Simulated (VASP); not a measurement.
Crystal: Sn3Ru.

```xyz
4
Lattice="0.0000 4.0219 4.0219 4.0219 0.0000 4.0219 4.0219 4.0219 0.0000" Properties=species:S:1:pos:R:3 pbc="T T T"
Sn    2.0109    2.0109    2.0109
Sn    6.0328    6.0328    6.0328
Sn    4.0219    4.0219    4.0219
Ru    0.0000    0.0000    0.0000
```

The cell was built from a structure type or drawn by symmetry, and may not be a known phase.

- Program: VASP 6.6.1
- Task: relaxation of cell and atoms
- Functional: PBE
- Potentials or basis: VASP PAW PBE potentials, release 64 (Sn_d, Ru_pv)
- Cutoff: 600 eV
- k mesh: 4 × 4 × 4
- Occupations: gaussian, width 0.1 eV
- Spin: no spin polarisation

At the start: pressure -12.8 GPa; volume 32.53 Å³/atom.

Task: Where does the relaxation end?

Result: Over 3 steps the energy falls by 644.3 meV/atom and the volume is 21.83 Å³/atom (-32.9 %); space group Fm-3m (No. 225, to 0.1 Å) before and after.

Step by step:
```csv
step,energy change (eV),largest force (eV/Å),pressure (GPa),volume (Å³)
1,0.0000,0.0000,-12.83,130.11
2,-2.5769,0.0000,0.35,86.96
3,-2.5773,0.0000,0.03,87.30
```

Final structure:
```yaml
crystal:
  lattice:
    - [0.00000, 3.52103, 3.52103]
    - [3.52103, 0.00000, 3.52103]
    - [3.52103, 3.52103, 0.00000]
  atoms:
    - { symbol: Sn, position: [0.25000, 0.25000, 0.25000] }
    - { symbol: Sn, position: [0.75000, 0.75000, 0.75000] }
    - { symbol: Sn, position: [0.50000, 0.50000, 0.50000] }
    - { symbol: Ru, position: [0.00000, 0.00000, 0.00000] }
```

Caveat: the volume moved by over 15 % at a fixed basis, so the end points are rough.
